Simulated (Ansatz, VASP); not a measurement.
# One calculation of Rh, two programs

INCAR

```
PREC = Accurate
ENCUT = 500
EDIFF = 1E-6
ISMEAR = 0
SIGMA = 0.15
LREAL = F
LASPH = T
NELM = 120
ALGO = Normal
ISIF = 2
LWAVE = F
LCHARG = F
GGA = PS
NBANDS = 22
GGA_COMPAT = F
```

KPOINTS

```
Automatic mesh
0
Gamma
  18 18 12
```

POSCAR

```
Rh
1.0
    2.6900143566      0.0000000000      0.0000000000
   -1.3450071783      2.3296207694      0.0000000000
    0.0000000000      0.0000000000      4.5613436700
Rh
2
Direct
    0.6666666667      0.3333333333      0.7500000000
    0.3333333333      0.6666666667      0.2500000000
```

Input for Ansatz:

```yaml
crystal:
  lattice:
    - [2.6900143566, 0.0, 0.0]
    - [-1.3450071783, 2.3296207694, 0.0]
    - [0.0, 0.0, 4.56134367]
  atoms:
    - { symbol: Rh, position: [0.6666666667, 0.3333333333, 0.75] }
    - { symbol: Rh, position: [0.3333333333, 0.6666666667, 0.25] }
basis:
  ecutwfc: 420
kpoints:
  mp_grid: { grid: [18, 18, 12] }
hamiltonian:
  xc: pbesol
scf:
  occupations: { method: gaussian, width: 0.15 }
output:
  forces: true
  stress: true
  eigenvalues: true
```

Change from the starting cell: strain -0.015 along x and y, +0.030 along z, atoms carried along.

Alike in both runs: task single point; functional PBEsol; k mesh 18 × 18 × 12; occupations gaussian, width 0.15 eV; no spin polarisation.

|  | VASP | Ansatz |
| --- | --- | --- |
| version | VASP 6.6.1 | Ansatz 0.2.0 |
| potentials or method | VASP PAW PBE potentials, release 64 (Rh_pv), cutoff 500 eV | scalar-relativistic, plane waves, PAW |
| valence electrons in the cell | 30 | 34 |

|  | VASP | Ansatz | Ansatz less VASP |
| --- | --- | --- | --- |
| gap on the k mesh at the Fermi level (eV) | none | none | - |
| pressure (GPa) | -13.0 | -13.0 | +0.03 |
| traceless stress, the component that is largest in VASP (GPa) | -7.75 | -7.73 | +0.017 |

VASP's potentials were made for PBE, not for PBEsol. A gap of «none» marks a metal or a gap that the smearing closes. With one functional, cell and mesh, what is left measures potentials, basis and numerics. VASP's potentials hold 30 valence electrons a cell and Ansatz's 34, so a difference there can come from the potentials and not from the codes.
